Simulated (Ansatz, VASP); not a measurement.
# TaSi: VASP beside Ansatz

```xyz
2
Lattice="3.1245 0.0000 0.0000 0.0000 3.1245 0.0000 0.0000 0.0000 3.1245" Properties=species:S:1:pos:R:3 pbc="T T T"
Ta    0.0000    0.0000    0.0000
Si    1.5622    1.5622    1.5622
```

Alike in both runs: functional PBEsol; k mesh 14 × 14 × 14; occupations fermi-dirac, width 0.05 eV; no spin polarisation.

Ansatz relaxed the structure, and its values are those at the end. VASP's run is a single point on that final structure, the one shown.

|  | VASP | Ansatz |
| --- | --- | --- |
| version | VASP 6.6.1 | Ansatz 0.2.0 |
| potentials or method | VASP PAW PBE potentials, release 64 (Ta_pv, Si) | PAW with Ansatz's default frozen-core files, scalar-relativistic |
| plane-wave cutoff (eV) | 520 | 420 |
| valence electrons in the cell | 15 | 17 |

|  | VASP | Ansatz | Ansatz less VASP |
| --- | --- | --- | --- |
| gap on the k mesh at the Fermi level (eV) | none | none | - |
| pressure (GPa) | 0.3 | 0.0 | -0.32 |

VASP's potentials were made for PBE, not for PBEsol. A gap of «none» marks a metal or a gap that the smearing closes. With one functional, cell and mesh, what is left measures potentials, basis and numerics. VASP's potentials hold 15 valence electrons a cell and Ansatz's 17, so a difference there can come from the potentials and not from the codes. Ansatz's warnings: stress scf threshold loose.

Spin-orbit coupling is off throughout.
